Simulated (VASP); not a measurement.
# TaOs3 (P-6m2) in VASP: single point with LDA

Aim: the single point of TaOs3 with LDA.

All numbers are computed with VASP 6.6.1; they aren't measurements. Logs are shortened: lines on timing, memory, paths and dates and some standing lists are left out, and cuts for length are marked.

**1. The cell of the first run**

Symmetry: P-6m2, No. 187, hexagonal system. Conventional cell: a = 2.742 Å, b = 2.742 Å, c = 8.939 Å, α = 90.00°, β = 90.00°, γ = 120.00°. Ta (site symmetry -6m2) has 6 Ta at 2.74 Å and 6 Os at 2.85 Å within 3.6 Å. Os (site symmetry -6m2) has 12 Os at 2.63 to 2.74 Å within 3.5 Å. Within 3.5 Å of Os (site symmetry 3m) lie 9 Os at 2.63 to 2.74 Å and 3 Ta at 2.85 Å.

**2. Single point, LDA**

File INCAR:

```
ALGO = Normal ; EDIFF = 1E-6
ENCUT = 560 ; GGA = CA
GGA_COMPAT = False ; ISIF = 2
ISMEAR = -1 ; LASPH = True
LCHARG = False ; LREAL = False
LWAVE = False ; NBANDS = 38
NELM = 120 ; PREC = Accurate
SIGMA = 0.1
```

File KPOINTS:

```
k-points
0
Gamma
  10 10 3
```

File POSCAR:

```
TaOs3
1.0
    2.7423767400      0.0000000000      0.0000000000
   -1.3711883700      2.3749679236      0.0000000000
    0.0000000000      0.0000000000      8.9394216804
Ta Os
1 3
Direct
    0.6666666667      0.3333333333      0.0000000000
    0.6666666667      0.3333333333      0.5000000000
    0.3333333333      0.6666666667      0.2646556706
    0.3333333333      0.6666666667      0.7353443294
```

Potentials or basis: VASP PAW LDA potentials, release 64 (Ta_sv_GW, Os_sv_GW).

Launch:

```sh
cat potpaw_LDA.64/Ta_sv_GW/POTCAR potpaw_LDA.64/Os_sv_GW/POTCAR > POTCAR
mpirun -np 1 vasp_std > vasp.out
```

OUTCAR:

```text
EDIFF = 1E-6
   ENCUT = 560
   GGA = CA
   ISIF = 2
   ISMEAR = -1
   LASPH = True
   LREAL = False
   NELM = 120
   PREC = Accurate

 ion  position               nearest neighbor table
   1  0.667  0.333  0.000-   3 2.85   4 2.85   3 2.85   4 2.85   3 2.85   4 2.85
   2  0.667  0.333  0.500-   3 2.63   4 2.63   3 2.63   4 2.63   3 2.63   4 2.63
   3  0.333  0.667  0.265-   2 2.63   2 2.63   2 2.63   1 2.85   1 2.85   1 2.85
   4  0.333  0.667  0.735-   2 2.63   2 2.63   2 2.63   1 2.85   1 2.85   1 2.85

  LATTYP: Found a hexagonal cell.
 ALAT       =     2.7423767400
 C/A-ratio  =     3.2597350867

  Lattice vectors:

 A1 = (   2.7423767400,   0.0000000000,   0.0000000000)
 A2 = (  -1.3711883700,   2.3749679236,   0.0000000000)
 A3 = (   0.0000000000,   0.0000000000,   8.9394216804)

Analysis of symmetry for initial positions (statically):
=====================================================================
 Subroutine PRICEL returns:
 Original cell was already a primitive cell.

 Routine SETGRP: Setting up the symmetry group for a
 hexagonal supercell.

 Subroutine GETGRP returns: Found 12 space group operations
 (whereof 12 operations were pure point group operations)
 out of a pool of 24 trial point group operations.

The static configuration has the point symmetry D_3h.

Analysis of symmetry for dynamics (positions and initial velocities):
=====================================================================
 Subroutine PRICEL returns:
 Original cell was already a primitive cell.

 Routine SETGRP: Setting up the symmetry group for a
 hexagonal supercell.

 Subroutine GETGRP returns: Found 12 space group operations
 (whereof 12 operations were pure point group operations)
 out of a pool of 24 trial point group operations.

The dynamic configuration has the point symmetry D_3h.

 Subroutine INISYM returns: Found 12 space group operations
 (whereof 12 operations are pure point group operations),
 and found     1 'primitive' translations

----------------------------------------------------------------------------------------

                                     Primitive cell

  volume of cell :      58.2230

  direct lattice vectors                    reciprocal lattice vectors
     2.742376740  0.000000000  0.000000000     0.364647200  0.210529159  0.000000000
    -1.371188370  2.374967924  0.000000000     0.000000000  0.421058318  0.000000000
     0.000000000  0.000000000  8.939421680     0.000000000  0.000000000  0.111864060

  length of vectors
     2.742376740  2.742376740  8.939421680     0.421058318  0.421058318  0.111864060

  position of ions in fractional coordinates (direct lattice)
     0.666666667  0.333333333  0.000000000
     0.666666667  0.333333333  0.500000000
     0.333333333  0.666666667  0.264655671
     0.333333333  0.666666667  0.735344329

  ion indices of the primitive-cell ions
   primitive index   ion index
                 1           1
                 2           2
                 3           3
                 4           4

----------------------------------------------------------------------------------------

 KPOINTS: k-points

Automatic generation of k-mesh.
 Grid dimensions read from file:
 generate k-points for:   10   10    3

 Generating k-lattice:

  Cartesian coordinates                     Fractional coordinates (reciprocal lattice)
     0.036464720  0.021052916  0.000000000     0.100000000  0.000000000  0.000000000
     0.000000000  0.042105832  0.000000000     0.000000000  0.100000000  0.000000000
     0.000000000  0.000000000  0.037288020     0.000000000  0.000000000  0.333333333

  Length of vectors
     0.042105832  0.042105832  0.037288020

  Shift w.r.t. Gamma in fractional coordinates (k-lattice)
     0.000000000  0.000000000  0.000000000

 Subroutine IBZKPT returns following result:
 ===========================================

 Found     28 irreducible k-points:

 Following reciprocal coordinates:
            Coordinates               Weight
  0.000000  0.000000  0.000000      1.000000
  0.100000  0.000000  0.000000      6.000000
  0.200000  0.000000  0.000000      6.000000
  0.300000  0.000000  0.000000      6.000000
  0.400000  0.000000  0.000000      6.000000
  0.500000  0.000000  0.000000      3.000000
[... 16 lines left out ...]
  0.300000  0.100000  0.333333     24.000000
  0.400000  0.100000  0.333333     24.000000
 [... further k-points ...]
   k-points           NKPTS =     28   k-points in BZ     NKDIM =     28   number of bands    NBANDS=     38
   number of dos      NEDOS =    301   number of ions     NIONS =      4
   total plane-waves  NPLWV =  40320
   dimension x,y,z NGX =    24 NGY =   24 NGZ =   70
   dimension x,y,z NGXF=    48 NGYF=   48 NGZF=  140
   ions per type =               1   3
   NGX,Y,Z   is equivalent  to a cutoff of  14.55, 14.55, 13.02 a.u.
   NGXF,Y,Z  is equivalent  to a cutoff of  29.10, 29.10, 26.04 a.u.
 SYSTEM =  unknown system
   PREC   = accura    normal or accurate (medium, high low for compatibility)
   ISTART =      0    job   : 0-new  1-cont  2-samecut
   ICHARG =      2    charge: 1-file 2-atom 10-const
   ISPIN  =      1    spin polarized calculation?
   LNONCOLLINEAR =      F non collinear calculations
   LSORBIT =      F    spin-orbit coupling
   LASPH  =      T    aspherical Exc in radial PAW
   ENCUT  =  560.0 eV  41.16 Ry    6.42 a.u.   5.29  5.29 17.25*2*pi/ulx,y,z
   NELM   =    120;   NELMIN=  2; NELMDL= -5     # of ELM steps
   EDIFF  = 0.1E-05   stopping-criterion for ELM
   LREAL  =      F    real-space projection
   EDIFFG = 0.1E-04   stopping-criterion for IOM
   NSW    =      0    number of steps for IOM
   IBRION =     -1    ionic relax: 0-MD 1-quasi-New 2-CG
   NFREE  =      0    steps in history (QN), initial steepest desc. (CG)
   ISIF   =      2    stress and relaxation
   ISYM   =      2    0-nonsym 1-usesym 2-fastsym
   POTIM  = 0.5000    time-step for ionic-motion
   TEBEG  =    0.0;   TEEND  =   0.0 temperature during run
   PSTRESS=    0.0 pullay stress
   NELECT =      61.0000    total number of electrons
   NUPDOWN=      -1.0000    fix difference up-down
   EMIN   =  10.00;   EMAX   =-10.00  energy-range for DOS
   EFERMI =   0.00;   METHOD = LEGACY
   ISMEAR =    -1;   SIGMA  =   0.10  broadening in eV -4-tet -1-fermi 0-gaus
   EFERMI_NEDOS =   21; number of points for ismear=-14 and -15
   IALGO  =     38    algorithm
   IMIX   =      4    mixing-type and parameters
     AMIX     =   0.40;   BMIX     =  1.00
     AMIX_MAG =   1.60;   BMIX_MAG =  1.00
  volume/ion in A,a.u.               =      14.56        98.23
  Fermi-wavevector in a.u.,A,eV,Ry     =   1.662723  3.142092 37.615335  2.764649
  Thomas-Fermi vector in A             =   2.749564
   LORBIT       =      0    0 simple, 1 ext, 2 COOP (PROOUT), +10 PAW based schemes
   GGA     = CA    functional components
   LHFCALC =     F    Hartree Fock is set to
   AEXX    =    0.0000 exact exchange contribution
   IVDW    =     0    specifies the selected vdW correction
   LEPSILON=     F    determine dielectric tensor
   LRPA    =     F    only Hartree local field effects (RPA)
 non-spin polarized calculation
  energy-cutoff  :      560.00
  volume of cell :       58.22
 maximum number of plane-waves:      1765
 NGX is ok and might be reduce to    24
   NGX = 11   NGY = 11   NGZ = 35

 number of electron      60.9999998 magnetization

 Free energy of the ion-electron system (eV)
  ---------------------------------------------------
  ext. energy  EPLUGINS =         0.00000000
  ---------------------------------------------------
  free energy    TOTEN  =       -56.68016998 eV

  energy without entropy =      -56.58727502  energy(sigma->0) =      -56.63372250

 E-fermi :  13.0226     XC(G=0): -14.5390

 val. band max:       13.0139690948   @ k =   0.4000   0.2000   0.0000
 cond. band min:      13.0996827783   @ k =   0.0000   0.0000   0.0000
 fundamental gap:      0.0857136836
 Fermi energy:        13.0226262109

 k-point     1 :       0.0000    0.0000    0.0000
  band No.  band energies     occupation
      1     -73.2833      2.00000
      2     -72.8772      2.00000
      3     -72.8703      2.00000
      4     -53.9870      2.00000
      5     -33.2744      2.00000
      6     -32.5631      2.00000
[... 30 lines left out ...]
     37      14.7226      0.00000
     38      14.7226      0.00000

 k-point     2 :       0.1000    0.0000    0.0000
  band No.  band energies     occupation
      1     -73.2776      2.00000
      2     -72.8719      2.00000
      3     -72.8658      2.00000
      4     -53.9704      2.00000
      5     -33.2512      2.00000
      6     -32.6914      2.00000
[... 30 lines left out ...]
     37      14.9339      0.00000
     38      15.7109      0.00000

 k-point     3 :       0.2000    0.0000    0.0000
  band No.  band energies     occupation
      1     -73.2618      2.00000
      2     -72.8574      2.00000
      3     -72.8530      2.00000
      4     -53.9265      2.00000
      5     -33.1929      2.00000
      6     -32.8959      2.00000
[... 30 lines left out ...]
     37      15.8967      0.00000
     38      16.1133      0.00000

 k-point     4 :       0.3000    0.0000    0.0000
  band No.  band energies     occupation
      1     -73.2423      2.00000
      2     -72.8399      2.00000
      3     -72.8371      2.00000
      4     -53.8718      2.00000
      5     -33.1385      2.00000
      6     -33.1274      2.00000
[... 30 lines left out ...]
     37      16.1386      0.00000
     38      17.6825      0.00000
[... 703 lines left out ...]
      4     -53.8908      2.00000
      5     -33.1512      2.00000
      6     -33.0292      2.00000
[... 30 lines left out ...]
     37      17.2581      0.00000
     38      17.3324      0.00000

 k-point    23 :       0.3000    0.1000    0.3333
  band No.  band energies     occupation
      1     -73.2314      2.00000
      2     -72.8301      2.00000
      3     -72.8282      2.00000
      4     -53.8410      2.00000
      5     -33.2209      2.00000
      6     -33.1212      2.00000
[... 30 lines left out ...]
     37      17.0271      0.00000
     38      18.4842      0.00000

 k-point    24 :       0.4000    0.1000    0.3333
  band No.  band energies     occupation
      1     -73.2205      2.00000
      2     -72.8202      2.00000
      3     -72.8195      2.00000
      4     -53.8101      2.00000
      5     -33.3377      2.00000
      6     -33.1350      2.00000
[... 30 lines left out ...]
     37      17.3305      0.00000
     38      18.7619      0.00000

 [... further k-points ...]
[... 5 lines left out ...]
  --------------------------------------------------------------------------------------
  -------------------------------------------------------------------------------------
  Total       -0.0609216     -0.0609216      0.4049514      0.0000000      0.0000000      0.0000000
  in kB       -1.6764393     -1.6764393     11.1434369      0.0000000      0.0000000      0.0000000
  external PRESSURE =       2.5968528 kB  Pullay stress =       0.0000000 kB

 VOLUME and BASIS-vectors are now :
 -----------------------------------------------------------------------------
  energy-cutoff  :      560.00
  volume of cell :       58.22
      direct lattice vectors                 reciprocal lattice vectors
     2.742376740  0.000000000  0.000000000     0.364647200  0.210529159  0.000000000
    -1.371188370  2.374967924  0.000000000     0.000000000  0.421058318  0.000000000
     0.000000000  0.000000000  8.939421680     0.000000000  0.000000000  0.111864060

 POSITION                                       TOTAL-FORCE (eV/Angst)
 -----------------------------------------------------------------------------------
      1.37119      0.79166      0.00000        -0.000000      0.000000      0.000000
      1.37119      0.79166      4.46971         0.000000      0.000000      0.000000
     -0.00000      1.58331      2.36587         0.000000      0.000000     -0.060646
     -0.00000      1.58331      6.57355         0.000000     -0.000000      0.060646
 -----------------------------------------------------------------------------------
    total drift:                                0.000000     -0.000000     -0.000000

  FREE ENERGIE OF THE ION-ELECTRON SYSTEM (eV)
  ---------------------------------------------------
  free  energy   TOTEN  =       -56.6801699796 eV

  energy  without entropy=      -56.5872750214  energy(sigma->0) =      -56.63372250
```

Run time: 65 s. Hardware: 1 thread of AMD EPYC 9R45 (Zen 5), shared host; peak memory 0.18 GiB.

Results:

- Free energy: -56.6802 eV
- Pressure: 0.3 GPa
- Largest force: 0.061 eV/Å
- Band gap on the k mesh: zero (an odd number of electrons rules out a gap without spin polarisation)

Forces on the atoms (eV/Å):
```
Ta   0.000  0.000  0.000
Os   0.000  0.000  0.000
Os   0.000  0.000 -0.061
Os   0.000  0.000  0.061
```

Stress tensor (GPa, compression positive):
```
-0.17  0.00  0.00
 0.00 -0.17  0.00
 0.00  0.00  1.11
```

Levels at points of the mesh, in eV from the Fermi level:
| k point | band 28 | band 29 | band 30 | band 31 | band 32 | band 33 |
| --- | --- | --- | --- | --- | --- | --- |
| (0.00, 0.00, 0.00) | -2.31 | -1.82 | -0.89 | -0.89 | 0.08 | 0.08 |
| (0.50, 0.00, 0.00) | -0.91 | 0.25 | 0.75 | 1.11 | 2.05 | 2.61 |

Caveat: spin-orbit coupling is left out, which moves the levels of the heavy elements.

The gap in the log of VASP goes by the Fermi energy; the results here count the filled bands.